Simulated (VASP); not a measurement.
# Li3Au (Fm-3m) in VASP: electric field gradients with LDA

Aim: the electric field gradients of Li3Au with LDA.

Everything below comes from runs of VASP 6.6.1. Logs are shortened: lines on timing, memory, paths and dates and some standing lists are left out, and cuts for length are marked.

### Step 1. The cell of the first run

The structure is cubic, space group Fm-3m (No. 225). The conventional cell has a = 6.213 Å, b = 6.213 Å, c = 6.213 Å, α = 90.00°, β = 90.00°, γ = 90.00°. Li (site symmetry -43m) has 10 Li at 2.69 to 3.11 Å and 4 Au at 2.69 Å within 3.5 Å. Li (site symmetry m-3m) has 8 Li at 2.69 Å and 6 Au at 3.11 Å within 3.5 Å. Au (site symmetry m-3m) has 14 Li at 2.69 to 3.11 Å within 3.5 Å.

### Step 2. Electric field gradients, LDA

The input, INCAR:

```
SYSTEM = Li3Au
PREC     = Accurate       ! precision mode
ENCUT    = 520            ! plane-wave cutoff, eV
EDIFF    = 1E-8           ! SCF threshold, eV
ISMEAR   = -1             ! smearing method
SIGMA    = 0.03           ! smearing width, eV
LREAL    = .False.        ! projectors in reciprocal space
LASPH    = .True.         ! aspherical terms in the spheres
NELM     = 60             ! most SCF steps
ALGO     = Normal         ! electronic algorithm
ISIF     = 2              ! what is computed and relaxed
LWAVE    = .False.        ! write WAVECAR
LCHARG   = .False.        ! write CHGCAR
LEFG     = .True.       
NBANDS   = 18             ! bands
```

The input, KPOINTS:

```
regular mesh
0
Gamma
  11 11 11
  0 0 0
```

The input, POSCAR:

```
Li3Au
1.0
    0.0000000000      3.1067225856      3.1067225856
    3.1067225856      0.0000000000      3.1067225856
    3.1067225856      3.1067225856      0.0000000000
Li Au
3 1
Direct
    0.2500000000      0.2500000000      0.2500000000
    0.5000000000      0.5000000000      0.5000000000
    0.7500000000      0.7500000000      0.7500000000
    0.0000000000      0.0000000000      0.0000000000
```

Potentials or basis: VASP PAW LDA potentials, release 64 (Li_sv, Au).

Started as:

```bash
$ cat potpaw_LDA.64/Li_sv/POTCAR potpaw_LDA.64/Au/POTCAR > POTCAR
$ mpirun -np 1 vasp_std > vasp.out
```

OUTCAR:

```text
SYSTEM = Li3Au
   PREC = Accurate
   ENCUT = 520
   EDIFF = 1E-8
   ISMEAR = -1
   LREAL = .False.
   LASPH = .True.
   NELM = 60
   ISIF = 2

 ion  position               nearest neighbor table
   1  0.250  0.250  0.250-   4 2.69   4 2.69   4 2.69   4 2.69
   2  0.500  0.500  0.500-
   3  0.750  0.750  0.750-   4 2.69   4 2.69   4 2.69   4 2.69
   4  0.000  0.000  0.000-   3 2.69   3 2.69   3 2.69   1 2.69   3 2.69   1 2.69   1 2.69   1 2.69

  LATTYP: Found a face centered cubic cell.
 ALAT       =     6.2134451712

  Lattice vectors:

 A1 = (   0.0000000000,   3.1067225856,   3.1067225856)
 A2 = (   3.1067225856,   0.0000000000,   3.1067225856)
 A3 = (   3.1067225856,   3.1067225856,   0.0000000000)

Analysis of symmetry for initial positions (statically):
=====================================================================
 Subroutine PRICEL returns:
 Original cell was already a primitive cell.

 Routine SETGRP: Setting up the symmetry group for a
 face centered cubic supercell.

 Subroutine GETGRP returns: Found 48 space group operations
 (whereof 48 operations were pure point group operations)
 out of a pool of 48 trial point group operations.

The static configuration has the point symmetry O_h .

Analysis of symmetry for dynamics (positions and initial velocities):
=====================================================================
 Subroutine PRICEL returns:
 Original cell was already a primitive cell.

 Routine SETGRP: Setting up the symmetry group for a
 face centered cubic supercell.

 Subroutine GETGRP returns: Found 48 space group operations
 (whereof 48 operations were pure point group operations)
 out of a pool of 48 trial point group operations.

The dynamic configuration has the point symmetry O_h .

 Subroutine INISYM returns: Found 48 space group operations
 (whereof 48 operations are pure point group operations),
 and found     1 'primitive' translations

----------------------------------------------------------------------------------------

[... 140 lines left out ...]
  free energy    TOTEN  =       -12.18211417 eV

  energy without entropy =      -12.17860951  energy(sigma->0) =      -12.18036184

 E-fermi :   3.7915     XC(G=0):  -9.5072

 val. band max:        3.7808856710   @ k =  -0.3636   0.2727   0.0000
 cond. band min:       3.8131623798   @ k =  -0.4545   0.3636   0.1818
 fundamental gap:      0.0322767088
 Fermi energy:         3.7914892578

 k-point     1 :       0.0000    0.0000    0.0000
  band No.  band energies     occupation
      1     -41.6108      2.00000
      2     -41.0216      2.00000
      3     -41.0049      2.00000
      4      -2.2715      2.00000
      5      -0.8150      2.00000
      6      -0.8150      2.00000
[... 481 lines left out ...]
      5      -0.7387      2.00000
      6      -0.7147      2.00000
[... 10 lines left out ...]
     17      11.3513      0.00000
     18      13.7551      0.00000

 [... further k-points ...]

------------------------ aborting loop because EDIFF is reached ----------------------------------------

  FORCE on cell =-STRESS in cart. coord.  units (eV):
  Direction    XX          YY          ZZ          XY          YZ          ZX
  --------------------------------------------------------------------------------------
  -------------------------------------------------------------------------------------
  Total       -0.7936861     -0.7936861     -0.7936861      0.0000000      0.0000000      0.0000000
  in kB      -21.2042019    -21.2042019    -21.2042019      0.0000000      0.0000000      0.0000000
  external PRESSURE =     -21.2042019 kB  Pullay stress =       0.0000000 kB

 VOLUME and BASIS-vectors are now :
 -----------------------------------------------------------------------------
  energy-cutoff  :      520.00
  volume of cell :       59.97
      direct lattice vectors                 reciprocal lattice vectors
     0.000000000  3.106722586  3.106722586    -0.160941309  0.160941309  0.160941309
     3.106722586  0.000000000  3.106722586     0.160941309 -0.160941309  0.160941309
     3.106722586  3.106722586  0.000000000     0.160941309  0.160941309 -0.160941309

 POSITION                                       TOTAL-FORCE (eV/Angst)
 -----------------------------------------------------------------------------------
      1.55336      1.55336      1.55336        -0.000000     -0.000000     -0.000000
      3.10672      3.10672      3.10672        -0.000000      0.000000     -0.000000
      4.66008      4.66008      4.66008         0.000000      0.000000      0.000000
      0.00000      0.00000      0.00000        -0.000000      0.000000     -0.000000
 -----------------------------------------------------------------------------------
    total drift:                               -0.000000      0.000000      0.000000

  FREE ENERGIE OF THE ION-ELECTRON SYSTEM (eV)
  ---------------------------------------------------
  free  energy   TOTEN  =       -12.1821141672 eV

  energy  without entropy=      -12.1786095116  energy(sigma->0) =      -12.18036184

 Electric field gradients (V/A^2)
---------------------------------------------------------------------
 ion       V_xx      V_yy      V_zz      V_xy      V_xz      V_yz
---------------------------------------------------------------------
   1       0.000    -0.000    -0.000    -0.004    -0.004    -0.004
   2       0.000    -0.000     0.000    -0.004    -0.004    -0.004
   3       0.000    -0.000     0.000    -0.004    -0.004    -0.004
   4      -0.000     0.000     0.000    -0.000    -0.000    -0.000
---------------------------------------------------------------------

 Electric field gradients after diagonalization (V/A^2)
 (convention: |V_zz| > |V_xx| > |V_yy|)
----------------------------------------------------------------------
 ion       V_xx      V_yy      V_zz     asymmetry (V_yy - V_xx)/ V_zz
----------------------------------------------------------------------
   1       0.004     0.004    -0.007       0.000
   2       0.004     0.004    -0.008       0.000
   3       0.004     0.004    -0.007       0.000
   4       0.000     0.000    -0.001       0.000
----------------------------------------------------------------------

           NMR quadrupolar parameters

 Cq : quadrupolar parameter    Cq=e*Q*V_zz/h
 eta: asymmetry parameters     (V_yy - V_xx)/ V_zz
 Q  : nuclear electric quadrupole moment in mb (millibarn)
----------------------------------------------------------------------
 ion       Cq(MHz)       eta       Q (mb)
----------------------------------------------------------------------
   1      -0.000       0.000       1.000
   2      -0.000       0.000       1.000
   3      -0.000       0.000       1.000
   4      -0.000       0.000       1.000
----------------------------------------------------------------------
```

OSZICAR:

```text
N       E                     dE             d eps       ncg     rms          rms(c)
DAV:   1     0.104491843434E+03    0.10449E+03   -0.92148E+03  2032   0.115E+03
DAV:   2    -0.521813950081E+00   -0.10501E+03   -0.98688E+02  2158   0.260E+02
DAV:   3    -0.129947042709E+02   -0.12473E+02   -0.12306E+02  3786   0.528E+01
DAV:   4    -0.132713157067E+02   -0.27661E+00   -0.27619E+00  2612   0.120E+01
DAV:   5    -0.132783742987E+02   -0.70586E-02   -0.70571E-02  2930   0.152E+00    0.656E+00
DAV:   6    -0.122582241401E+02    0.10202E+01   -0.42441E+00  2128   0.148E+01    0.225E+00
DAV:   7    -0.121977904228E+02    0.60434E-01   -0.21729E-01  2188   0.344E+00    0.546E-01
DAV:   8    -0.121847056454E+02    0.13085E-01   -0.10014E-02  2728   0.641E-01    0.253E-01
DAV:   9    -0.121820961777E+02    0.26095E-02   -0.52921E-03  3252   0.443E-01    0.857E-02
DAV:  10    -0.121821185262E+02   -0.22348E-04   -0.19771E-04  2434   0.106E-01    0.201E-02
DAV:  11    -0.121821141767E+02    0.43495E-05   -0.23579E-05  2724   0.393E-02    0.308E-03
DAV:  12    -0.121821141738E+02    0.28763E-08   -0.84721E-07  2644   0.748E-03    0.139E-03
DAV:  13    -0.121821141672E+02    0.66123E-08   -0.48264E-08  2834   0.164E-03
   1 F= -.12182114E+02 E0= -.12180362E+02  d E =-.350466E-02
```

It took 80 s on 1 thread of Intel Xeon 8259CL, shared host; peak memory 0.2 GiB.

Results:

- Free energy: -12.1821 eV
- Band gap on the k mesh: zero (band 10 reaches 7.83 eV, above the bottom of band 11 at 3.08 eV)

Levels at points of the mesh, in eV from the Fermi level:
| k point | band 7 | band 8 | band 9 | band 10 | band 11 | band 12 | band 13 | band 14 |
| --- | --- | --- | --- | --- | --- | --- | --- | --- |
| (0.00, 0.00, 0.00) | -4.61 | -4.21 | -4.21 | 4.04 | 4.04 | 4.04 | 5.97 | 5.97 |

Caveat: the cutoff is under 1.25 times the usual one of these potentials, so pressure, stress and relaxed cells hold a basis-set (Pulay) error; without QUAD_EFG the Cq values of the log hold for a quadrupole moment of 1 mb, not for the nuclei; spin-orbit coupling is left out, which moves the levels of the heavy elements.
